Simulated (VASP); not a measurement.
A run of VASP 6.6.1 is set up as follows.

The input INCAR:

```
SYSTEM = NaHg3
  PREC = Accurate
  ENCUT = 520
  EDIFF = 1E-6
  ISMEAR = -1
  SIGMA = 0.1
  LREAL = .False.
  LASPH = .True.
  NELM = 80
  ALGO = Normal
  ISIF = 2
  LWAVE = .False.
  LCHARG = .False.
  GGA = CA
  NBANDS = 30
```

KPOINTS

```
regular mesh
0
Gamma
  4 4 4
  0 0 0
```

POSCAR

```
NaHg3
1.0
    0.0000000000      3.6610784400      3.6610784400
    3.6610784400      0.0000000000      3.6610784400
    3.6610784400      3.6610784400      0.0000000000
Na Hg
1 3
Direct
    0.0000000000      0.0000000000      0.0000000000
    0.2500000000      0.2500000000      0.2500000000
    0.7500000000      0.7500000000      0.7500000000
    0.5000000000      0.5000000000      0.5000000000
```

Potentials or basis: VASP PAW LDA potentials, release 64 (Na_pv, Hg).

The run is started by

```sh
$ cat potpaw_LDA.64/Na_pv/POTCAR potpaw_LDA.64/Hg/POTCAR > POTCAR
$ mpirun -np 1 vasp_std > vasp.out
```

Estimate the pressure.

-3.3 GPa.

Caveat: the k points lie up to 0.37 Å⁻¹ apart.
